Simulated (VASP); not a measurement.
# TaN (Amm2) in VASP: notebook

TaN is run at these levels: r2SCAN; tasks: single point.

Program: VASP 6.6.1. These are calculated values, not measurements. Logs are shortened: lines on timing, memory, paths and dates and some standing lists are left out, and cuts for length are marked.

## (1) The cell of the first run

It takes space group Amm2 (No. 38, orthorhombic). The conventional cell has a = 2.883 Å, b = 2.820 Å, c = 5.292 Å, α = 90.00°, β = 90.00°, γ = 90.00°. Ta (site symmetry mm2) has 6 N at 2.20 to 2.28 Å and 8 Ta at 2.82 to 3.00 Å within 3.0 Å. Within 3.0 Å of N (site symmetry mm2) lie 6 Ta at 2.20 to 2.28 Å and 8 N at 2.82 to 3.00 Å.

## (2) Single point, r2SCAN (strain -0.0400 x Voigt [1, -1, 0, 0, 0, 0])

Input file POSCAR:

```
TaN
1.0
    2.8204789041      0.0000000000      0.0000000000
   -1.4102394520      2.6461569136      0.0000000000
    0.0000000000      0.0000000000      2.8830000000
Ta N
1 1
Direct
    0.3333333333      0.6666666667      0.5000000000
    0.0000000000      0.0000000000      0.0000000000
```

Input file INCAR.step1:

```
PREC     = Accurate       # precision mode
ENCUT    = 520            # plane-wave cutoff, eV
ISMEAR   = 0              # smearing method
SIGMA    = 0.15           # smearing width, eV
LREAL    = False          # projectors in reciprocal space
LASPH    = True           # aspherical terms in the spheres
NELM     = 80             # most SCF steps
NBANDS   = 15             # bands
GGA      = PE             # functional
ALGO     = Normal         # electronic algorithm
EDIFF    = 1E-4           # SCF threshold, eV
LWAVE    = True           # write WAVECAR
LCHARG   = False          # write CHGCAR
```

Input file INCAR.step2:

```
PREC     = Accurate       # precision mode
ENCUT    = 520            # plane-wave cutoff, eV
EDIFF    = 1E-7           # SCF threshold, eV
ISMEAR   = 0              # smearing method
SIGMA    = 0.15           # smearing width, eV
LREAL    = False          # projectors in reciprocal space
LASPH    = True           # aspherical terms in the spheres
NELM     = 80             # most SCF steps
ALGO     = Normal         # electronic algorithm
ISIF     = 2              # what is computed and relaxed
LWAVE    = False          # write WAVECAR
LCHARG   = False          # write CHGCAR
METAGGA  = R2SCAN         # meta-GGA
LMIXTAU  = True         
NBANDS   = 15             # bands
ISTART   = 1
```

Input file KPOINTS:

```
Automatic mesh
0
Gamma
  18 18 16
```

Potentials or basis: VASP PAW PBE potentials, release 64 (Ta_pv, N).

On the command line:

```
cat potpaw_PBE.64/Ta_pv/POTCAR potpaw_PBE.64/N/POTCAR > POTCAR
cp INCAR.step1 INCAR
mpirun -np 1 vasp_std > vasp.out
cp INCAR.step2 INCAR
mpirun -np 1 vasp_std > vasp.out
```

OUTCAR:

```text
PREC = Accurate
   ENCUT = 520
   EDIFF = 1E-7
   ISMEAR = 0
   LREAL = False
   LASPH = True
   NELM = 80
   ISIF = 2
   METAGGA = R2SCAN
   ISTART = 1

 ion  position               nearest neighbor table
   1  0.333  0.667  0.500-   2 2.20   2 2.20   2 2.20   2 2.20   2 2.28   2 2.28
   2  0.000  0.000  0.000-   1 2.20   1 2.20   1 2.20   1 2.20   1 2.28   1 2.28

  LATTYP: Found a base centered orthorhombic cell.
 ALAT       =     2.8204789041
 B/A-ratio  =     1.8763883749
 C/A-ratio  =     1.0221668369

  Lattice vectors:

 A1 = (   1.4102394520,  -2.6461569136,   0.0000000000)
 A2 = (   1.4102394521,   2.6461569136,   0.0000000000)
 A3 = (   0.0000000000,   0.0000000000,   2.8830000000)

Analysis of symmetry for initial positions (statically):
=====================================================================
 Subroutine PRICEL returns:
 Original cell was already a primitive cell.

 Routine SETGRP: Setting up the symmetry group for a
 base centered orthorhombic supercell.

 Subroutine GETGRP returns: Found  4 space group operations
 (whereof  4 operations were pure point group operations)
 out of a pool of  8 trial point group operations.

The static configuration has the point symmetry C_2v.

Analysis of symmetry for dynamics (positions and initial velocities):
=====================================================================
 Subroutine PRICEL returns:
 Original cell was already a primitive cell.

 Routine SETGRP: Setting up the symmetry group for a
 base centered orthorhombic supercell.

 Subroutine GETGRP returns: Found  4 space group operations
 (whereof  4 operations were pure point group operations)
 out of a pool of  8 trial point group operations.

The dynamic configuration has the point symmetry C_2v.

 Subroutine INISYM returns: Found  4 space group operations
 (whereof  4 operations are pure point group operations),
 and found     1 'primitive' translations

----------------------------------------------------------------------------------------

                                     Primitive cell

  volume of cell :      21.5171

  direct lattice vectors                    reciprocal lattice vectors
     2.820478904  0.000000000  0.000000000     0.354549718  0.188953269  0.000000000
    -1.410239452  2.646156914  0.000000000     0.000000000  0.377906539  0.000000000
     0.000000000  0.000000000  2.883000000     0.000000000  0.000000000  0.346860909

  length of vectors
     2.820478904  2.998486572  2.883000000     0.401757191  0.377906539  0.346860909

  position of ions in fractional coordinates (direct lattice)
     0.333333333  0.666666667  0.500000000
     0.000000000  0.000000000  0.000000000

  ion indices of the primitive-cell ions
   primitive index   ion index
                 1           1
                 2           2

----------------------------------------------------------------------------------------

 KPOINTS: Automatic mesh

Automatic generation of k-mesh.
 Grid dimensions read from file:
 generate k-points for:   18   18   16

 Generating k-lattice:

  Cartesian coordinates                     Fractional coordinates (reciprocal lattice)
     0.019697207  0.010497404  0.000000000     0.055555556  0.000000000  0.000000000
     0.000000000  0.020994808  0.000000000     0.000000000  0.055555556  0.000000000
     0.000000000  0.000000000  0.021678807     0.000000000  0.000000000  0.062500000

  Length of vectors
     0.022319844  0.020994808  0.021678807

  Shift w.r.t. Gamma in fractional coordinates (k-lattice)
     0.000000000  0.000000000  0.000000000

 Subroutine IBZKPT returns following result:
 ===========================================

 Found    819 irreducible k-points:

 Following reciprocal coordinates:
            Coordinates               Weight
  0.000000  0.000000  0.000000      1.000000
  0.055556  0.000000  0.000000      4.000000
  0.111111  0.000000  0.000000      4.000000
  0.166667  0.000000  0.000000      4.000000
  0.222222  0.000000  0.000000      4.000000
  0.277778  0.000000  0.000000      4.000000
[... 16 lines left out ...]
 -0.333333  0.055556  0.000000      4.000000
 -0.277778  0.055556  0.000000      4.000000
 [... further k-points ...]
   k-points           NKPTS =    819   k-points in BZ     NKDIM =    819   number of bands    NBANDS=     15
   number of dos      NEDOS =    301   number of ions     NIONS =      2
   total plane-waves  NPLWV =  13824
   dimension x,y,z NGX =    24 NGY =   24 NGZ =   24
   dimension x,y,z NGXF=    48 NGYF=   48 NGZF=   48
   ions per type =               1   1
   NGX,Y,Z   is equivalent  to a cutoff of  14.15, 13.31, 13.84 a.u.
   NGXF,Y,Z  is equivalent  to a cutoff of  28.29, 26.61, 27.68 a.u.
 SYSTEM =  unknown system
   PREC   = accura    normal or accurate (medium, high low for compatibility)
   ISTART =      1    job   : 0-new  1-cont  2-samecut
   ICHARG =      0    charge: 1-file 2-atom 10-const
   ISPIN  =      1    spin polarized calculation?
   LNONCOLLINEAR =      F non collinear calculations
   LSORBIT =      F    spin-orbit coupling
   LASPH  =      T    aspherical Exc in radial PAW
   ENCUT  =  520.0 eV  38.22 Ry    6.18 a.u.   5.24  5.58  5.36*2*pi/ulx,y,z
   NELM   =     80;   NELMIN=  2; NELMDL=  0     # of ELM steps
   EDIFF  = 0.1E-06   stopping-criterion for ELM
   LREAL  =      F    real-space projection
   EDIFFG = 0.1E-05   stopping-criterion for IOM
   NSW    =      0    number of steps for IOM
   IBRION =     -1    ionic relax: 0-MD 1-quasi-New 2-CG
   NFREE  =      0    steps in history (QN), initial steepest desc. (CG)
   ISIF   =      2    stress and relaxation
   ISYM   =      2    0-nonsym 1-usesym 2-fastsym
   POTIM  = 0.5000    time-step for ionic-motion
   TEBEG  =    0.0;   TEEND  =   0.0 temperature during run
   PSTRESS=    0.0 pullay stress
   NELECT =      16.0000    total number of electrons
   NUPDOWN=      -1.0000    fix difference up-down
   EMIN   =  10.00;   EMAX   =-10.00  energy-range for DOS
   EFERMI =   0.00;   METHOD = LEGACY
   ISMEAR =     0;   SIGMA  =   0.15  broadening in eV -4-tet -1-fermi 0-gaus
   EFERMI_NEDOS =   21; number of points for ismear=-14 and -15
   IALGO  =     38    algorithm
   IMIX   =      4    mixing-type and parameters
     AMIX     =   0.40;   BMIX     =  1.00
     AMIX_MAG =   1.60;   BMIX_MAG =  1.00
  volume/ion in A,a.u.               =      10.76        72.60
  Fermi-wavevector in a.u.,A,eV,Ry     =   1.483157  2.802760 29.929480  2.199755
  Thomas-Fermi vector in A             =   2.596854
   LORBIT       =      0    0 simple, 1 ext, 2 COOP (PROOUT), +10 PAW based schemes
   METAGGA = R2SCAN    functional components
   LHFCALC =     F    Hartree Fock is set to
   AEXX    =    0.0000 exact exchange contribution
   IVDW    =     0    specifies the selected vdW correction
   LEPSILON=     F    determine dielectric tensor
   LRPA    =     F    only Hartree local field effects (RPA)
 non-spin polarized calculation
 Gauss-broadening in eV      SIGMA  =   0.15
  energy-cutoff  :      520.00
  volume of cell :       21.52
 maximum number of plane-waves:       592
 NGX is ok and might be reduce to    24
   NGX = 11   NGY = 11   NGZ = 11

 number of electron      15.9999998 magnetization

 Free energy of the ion-electron system (eV)
  ---------------------------------------------------
  ext. energy  EPLUGINS =         0.00000000
  ---------------------------------------------------
  free energy    TOTEN  =       -60.28632420 eV

  energy without entropy =      -60.28578263  energy(sigma->0) =      -60.28605341

 E-fermi :   8.0814     XC(G=0): -14.3543

 val. band max:        8.0619181347   @ k =  -0.1111   0.0556   0.5000
 cond. band min:       8.2018056430   @ k =   0.3333   0.3333   0.0000
 fundamental gap:      0.1398875083
 Fermi energy:         8.0813596064

 k-point     1 :       0.0000    0.0000    0.0000
  band No.  band energies     occupation
      1     -27.9036      2.00000
      2     -27.7306      2.00000
      3     -27.5192      2.00000
      4     -10.5784      2.00000
      5       2.8243      2.00000
      6       3.8844      2.00000
      7       3.9613      2.00000
      8       5.0513      2.00000
      9      10.6838      0.00000
     10      11.4872      0.00000
     11      12.3195      0.00000
     12      12.5797      0.00000
     13      12.6933      0.00000
     14      18.8753      0.00000
     15      22.3566      0.00000

 k-point     2 :       0.0556    0.0000    0.0000
  band No.  band energies     occupation
      1     -27.8986      2.00000
      2     -27.7419      2.00000
      3     -27.5560      2.00000
      4     -10.5099      2.00000
      5       2.8271      2.00000
      6       3.7406      2.00000
      7       4.0323      2.00000
      8       4.9578      2.00000
      9      10.9208      0.00000
     10      11.5003      0.00000
     11      12.2863      0.00000
     12      12.4464      0.00000
     13      12.7739      0.00000
     14      18.8754      0.00000
     15      22.3474      0.00000

 k-point     3 :       0.1111    0.0000    0.0000
  band No.  band energies     occupation
      1     -27.8840      2.00000
      2     -27.7838      2.00000
      3     -27.6511      2.00000
      4     -10.3121      2.00000
      5       2.6844      2.00000
      6       3.4868      2.00000
      7       4.2975      2.00000
      8       4.7019      2.00000
      9      11.2167      0.00000
     10      11.7579      0.00000
     11      12.1840      0.00000
     12      12.2007      0.00000
     13      12.9910      0.00000
     14      18.8754      0.00000
     15      22.3196      0.00000
[... 343 lines left out ...]
 k-point    23 :      -0.3333    0.0556    0.0000
  band No.  band energies     occupation
      1     -28.4321      2.00000
      2     -27.8699      2.00000
      3     -27.7850      2.00000
      4      -8.9678      2.00000
      5       0.5536      2.00000
      6       3.3445      2.00000
      7       4.1833      2.00000
      8       5.2779      2.00000
      9      10.4428      0.00000
     10      11.5483      0.00000
     11      12.8403      0.00000
     12      13.6974      0.00000
     13      14.8415      0.00000
     14      18.8751      0.00000
     15      22.7585      0.00000

 k-point    24 :      -0.2778    0.0556    0.0000
  band No.  band energies     occupation
      1     -28.2347      2.00000
      2     -27.8274      2.00000
      3     -27.8134      2.00000
      4      -9.3692      2.00000
      5       1.1224      2.00000
      6       3.6988      2.00000
      7       3.8994      2.00000
      8       5.2226      2.00000
      9      10.4650      0.00000
     10      11.7569      0.00000
     11      12.3103      0.00000
     12      13.5568      0.00000
     13      14.1120      0.00000
     14      18.8754      0.00000
     15      22.5053      0.00000

 [... further k-points ...]

------------------------ aborting loop because EDIFF is reached ----------------------------------------

  FORCE on cell =-STRESS in cart. coord.  units (eV):
  Direction    XX          YY          ZZ          XY          YZ          ZX
  --------------------------------------------------------------------------------------
  -------------------------------------------------------------------------------------
  Total        3.2969107     -2.3588183      0.3736330     -0.0000000      0.0000000      0.0000000
  in kB      245.4904879   -175.6394127     27.8210023     -0.0000000      0.0000000      0.0000000
  external PRESSURE =      32.5573591 kB  Pullay stress =       0.0000000 kB

 VOLUME and BASIS-vectors are now :
 -----------------------------------------------------------------------------
  energy-cutoff  :      520.00
  volume of cell :       21.52
      direct lattice vectors                 reciprocal lattice vectors
     2.820478904  0.000000000  0.000000000     0.354549718  0.188953269  0.000000000
    -1.410239452  2.646156914  0.000000000     0.000000000  0.377906539  0.000000000
     0.000000000  0.000000000  2.883000000     0.000000000  0.000000000  0.346860909

 POSITION                                       TOTAL-FORCE (eV/Angst)
 -----------------------------------------------------------------------------------
     -0.00000      1.76410      1.44150        -0.000000     -0.078674      0.000000
      0.00000      0.00000      0.00000         0.000000      0.078674      0.000000
 -----------------------------------------------------------------------------------
    total drift:                                0.000001      0.000197      0.000000

  FREE ENERGIE OF THE ION-ELECTRON SYSTEM (eV)
  ---------------------------------------------------
  free  energy   TOTEN  =       -60.2863241963 eV

  energy  without entropy=      -60.2857826293  energy(sigma->0) =      -60.28605341
```

Run time: 14 min. Hardware: 1 thread of AMD EPYC 9R45 (Zen 5), shared host; peak memory 0.34 GiB.

What came out:

```yaml
Free_energy: -60.2863 eV
Pressure: 3.3 GPa
Largest_force: 0.079 eV/Å
Band_gap_on_the_k_mesh: zero (bands 8 and 9 overlap by 0.20 eV)
```

Forces in eV/Å, atoms in the order of the input:
```
Ta   0.000 -0.079  0.000
N    0.000  0.079  0.000
```

Stress tensor (GPa, compression positive):
```
 24.55   0.00   0.00
  0.00 -17.56   0.00
  0.00   0.00   2.78
```

Caveat: the cell differs from its parent crystal (strain -0.0400 x Voigt [1, -1, 0, 0, 0, 0]); the stress differs along the axes, from -18 to 25 GPa; the PAW data sets were made with another functional, which shifts forces and pressure a little; spin-orbit coupling is left out, which moves the levels of the heavy elements.

## (3) Single point, r2SCAN (strain +0.0400 x Voigt [1, -1, 0, 0, 0, 0])

Input file POSCAR:

```
TaN
1.0
    3.0555188128      0.0000000000      0.0000000000
   -1.5277594064      2.4426063818      0.0000000000
    0.0000000000      0.0000000000      2.8830000000
Ta N
1 1
Direct
    0.3333333333      0.6666666667      0.5000000000
    0.0000000000      0.0000000000      0.0000000000
```

Input file INCAR.step1:

```
SYSTEM = TaN
PREC = Accurate ; ENCUT = 520
ISMEAR = 0 ; SIGMA = 0.15
LREAL = .False. ; LASPH = .True.
NELM = 60 ; NBANDS = 15
GGA = PE ; ALGO = Normal
EDIFF = 1E-4 ; LWAVE = .True.
LCHARG = .False.
```

Input file INCAR.step2:

```
SYSTEM = TaN
PREC = Accurate ; ENCUT = 520
EDIFF = 1E-7 ; ISMEAR = 0
SIGMA = 0.15 ; LREAL = .False.
LASPH = .True. ; NELM = 60
ALGO = Normal ; ISIF = 2
LWAVE = .False. ; LCHARG = .False.
METAGGA = R2SCAN ; LMIXTAU = .True.
NBANDS = 15 ; ISTART = 1
```

Input file KPOINTS:

```
Automatic mesh
0
Gamma
  18 18 16
  0 0 0
```

Potentials or basis: VASP PAW PBE potentials, release 64 (Ta_pv, N).

On the command line:

```
cat potpaw_PBE.64/Ta_pv/POTCAR potpaw_PBE.64/N/POTCAR > POTCAR
cp INCAR.step1 INCAR
mpirun -np 1 vasp_std > vasp.out
cp INCAR.step2 INCAR
mpirun -np 1 vasp_std > vasp.out
```

It took 13 min on 1 thread of AMD EPYC 9R45 (Zen 5), shared host; peak memory 0.34 GiB.

Results (log left out):

| Item | Value |
| --- | --- |
| Free energy | -60.2940 eV |
| Pressure | 3.1 GPa |
| Largest force | 0.183 eV/Å |
| Band gap on the k mesh | zero (bands 8 and 9 overlap by 0.40 eV) |

Forces on the atoms (eV/Å):
```
Ta   0.000  0.183  0.000
N    0.000 -0.183  0.000
```

Stress tensor (GPa, compression positive):
```
-15.54   0.00   0.00
  0.00  22.19   0.00
  0.00   0.00   2.74
```

Levels at points of the mesh, in eV from the Fermi level:
| k point | band 4 | band 5 | band 6 | band 7 | band 8 | band 9 | band 10 | band 11 | band 12 | band 13 |
| --- | --- | --- | --- | --- | --- | --- | --- | --- | --- | --- |
| (0.00, 0.00, 0.00) | -18.74 | -5.24 | -4.63 | -3.93 | -3.11 | 2.56 | 3.31 | 4.18 | 4.41 | 4.51 |
| (0.50, 0.00, 0.00) | -16.53 | -8.61 | -5.40 | -3.62 | -3.12 | 3.55 | 4.08 | 5.60 | 5.69 | 7.99 |
| (0.00, 0.50, 0.00) | -16.30 | -8.42 | -5.41 | -3.72 | -3.38 | 2.86 | 4.06 | 5.48 | 5.76 | 8.18 |
| (0.00, 0.00, 0.50) | -16.11 | -9.64 | -4.00 | -3.76 | -0.85 | 0.91 | 2.44 | 3.28 | 4.07 | 9.16 |
| (0.50, 0.00, 0.50) | -16.80 | -7.52 | -6.38 | -5.54 | -0.70 | 4.59 | 5.09 | 6.33 | 7.40 | 10.48 |
| (0.00, 0.50, 0.50) | -16.70 | -7.62 | -6.44 | -6.43 | 0.10 | 4.37 | 5.89 | 6.38 | 7.63 | 10.70 |

Caveat: the cell differs from its parent crystal (strain +0.0400 x Voigt [1, -1, 0, 0, 0, 0]); the stress differs along the axes, from -16 to 22 GPa; the PAW data sets were made with another functional, which shifts forces and pressure a little; spin-orbit coupling is left out, which moves the levels of the heavy elements.

The gap in the log of VASP goes by the Fermi energy; the results here count the filled bands.